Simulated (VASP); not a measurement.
Here is a VASP 6.6.1 calculation.

The input INCAR:

```
ALGO = Normal
EDIFF = 1E-6
ENCUT = 520
GGA = CA
ISIF = 2
ISMEAR = -1
LASPH = T
LCHARG = F
LREAL = F
LWAVE = F
NBANDS = 21
NELM = 80
PREC = Accurate
SIGMA = 0.02
```

Contents of KPOINTS:

```
k-points
0
Gamma
  8 6 1
```

Contents of POSCAR:

```
SiC
1.0
    3.0609725613      0.0000000000      0.0000000000
    0.0000000000      4.3288689102      0.0000000000
    0.0000000000      0.0000000000     19.0610000000
Si C
3 3
Direct
    0.2500000000      0.0903230807      0.4300294461
    0.7500000000      0.6406847590      0.4999999930
    0.2500000000      0.0903230844      0.5699705667
    0.7500000000      0.8918217551      0.4193148911
    0.2500000000      0.3950255987      0.5000000044
    0.7500000000      0.8918217222      0.5806850986
```

Potentials or basis: VASP PAW LDA potentials, release 64 (Si, C).

Command:

```sh
$ cat potpaw_LDA.64/Si/POTCAR potpaw_LDA.64/C/POTCAR > POTCAR
$ mpirun -np 1 vasp_std > vasp.out
```

(1) Estimate the largest force.

(2) Estimate the band gap on the k mesh.

Answers

(1) 0.022 eV/Å.

(2) zero (bands 12 and 13 overlap by 0.07 eV).

Caveat: there is no dipole correction, which matters where the two faces differ.
